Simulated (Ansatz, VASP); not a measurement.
## One calculation of TiC, two programs

Contents of INCAR:

```
PREC = Accurate
ENCUT = 520
EDIFF = 1E-6
ISMEAR = 0
SIGMA = 0.15
LREAL = False
LASPH = True
NELM = 80
ALGO = Normal
ISIF = 2
LWAVE = False
LCHARG = False
GGA = PS
NBANDS = 15
```

File KPOINTS:

```
Automatic mesh
0
Gamma
  26 26 26
```

POSCAR

```
TiC
1.0
    0.0000000000      2.1120554529      2.2176582255
    2.1120554529      0.0000000000      2.2176582255
    2.1120554529      2.1120554529      0.0000000000
Ti C
1 1
Direct
    0.0000000000      0.0000000000      0.0000000000
    0.5000000000      0.5000000000      0.5000000000
```

Input for Ansatz:

```yaml
crystal:
  lattice:
    - [0.0, 2.1120554529, 2.2176582255]
    - [2.1120554529, 0.0, 2.2176582255]
    - [2.1120554529, 2.1120554529, 0.0]
  atoms:
    - { symbol: Ti, position: [0.0, 0.0, 0.0] }
    - { symbol: C, position: [0.5, 0.5, 0.5] }
basis:
  ecutwfc: 420
kpoints:
  mp_grid: { grid: [26, 26, 26] }
hamiltonian:
  xc: pbesol
scf:
  occupations: { method: gaussian, width: 0.15 }
output:
  forces: true
  stress: true
  eigenvalues: true
  write_density: true
  write_potential: true
  elf: true
  volumetric_format: npy
```

Alike in both runs: task single point; functional PBEsol; k mesh 26 × 26 × 26; occupations gaussian, width 0.15 eV; no spin polarisation.

```csv
,VASP,Ansatz
version,VASP 6.6.1,Ansatz 0.2.0
potentials or method,"VASP PAW PBE potentials, release 64 (Ti_sv, C), cutoff 520 eV","scalar-relativistic, plane waves, PAW"
valence electrons in the cell,16,16
```

|  | VASP | Ansatz | Ansatz less VASP |
| --- | --- | --- | --- |
| gap on the k mesh at the Fermi level (eV) | none | none | - |
| pressure (GPa) | 1.3 | 1.2 | -0.17 |
| traceless stress, the component that is largest in VASP (GPa) | -13.16 | -13.11 | +0.049 |

VASP's potentials were made for PBE, not for PBEsol. A gap of «none» marks a metal or a gap that the smearing closes.
